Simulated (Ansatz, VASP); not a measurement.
# Two plane-wave programs on BN

Contents of INCAR:

```
SYSTEM = BN
  PREC = Accurate
  ENCUT = 520
  EDIFF = 1E-7
  ISMEAR = 0
  SIGMA = 0.05
  LREAL = .FALSE.
  LASPH = .TRUE.
  NELM = 100
  ALGO = Normal
  ISIF = 2
  LWAVE = .FALSE.
  LCHARG = .FALSE.
  GGA = PE
  NBANDS = 11
```

KPOINTS

```
regular mesh
0
G
  12 12 12
  0 0 0
```

The input POSCAR:

```
BN
1.0
    0.0000000000      1.7968553059      1.8633778968
    1.8633778968      0.0000000000      1.8633778968
    1.8633778968      1.7968553059      0.0000000000
B N
1 1
Direct
    0.0000000000      0.0000000000      0.0000000000
    0.7500000000      0.7500000000      0.7500000000
```

Input for Ansatz:

```yaml
crystal:
  lattice:
    - [0.0, 1.7968553059, 1.8633778968]
    - [1.8633778968, 0.0, 1.8633778968]
    - [1.8633778968, 1.7968553059, 0.0]
  atoms:
    - { symbol: B, position: [0.0, 0.0, 0.0] }
    - { symbol: "N", position: [0.75, 0.75, 0.75] }
basis:
  ecutwfc: 520.0
kpoints:
  mp_grid: { grid: [12, 12, 12] }
hamiltonian:
  xc: pbe
scf:
  occupations: { method: gaussian, width: 0.05 }
output:
  forces: true
  stress: true
  eigenvalues: true
```

Alike in both runs: task single point; functional PBE; k mesh 12 × 12 × 12; occupations gaussian, width 0.05 eV; no spin polarisation.

```csv
,VASP,Ansatz
version,VASP 6.6.1,Ansatz 0.2.0
potentials or method,"VASP PAW PBE potentials, release 64 (B, N), cutoff 520 eV","scalar-relativistic, plane waves, PAW"
valence electrons in the cell,8,8
```

VASP gave:

- gap on the k mesh at the Fermi level (eV): 3.80
- least direct gap on the mesh (eV): 8.18
- pressure (GPa): -15.9
- traceless stress, the component that is largest in VASP (GPa): 13.46

Q: Which values does Ansatz return?

A: gap on the k mesh at the Fermi level (eV): 3.81; least direct gap on the mesh (eV): 8.19; pressure (GPa): -16.0; traceless stress, the component that is largest in VASP (GPa): 13.45.

The functional is the same, so the differences come from potentials, cutoffs and numerics.
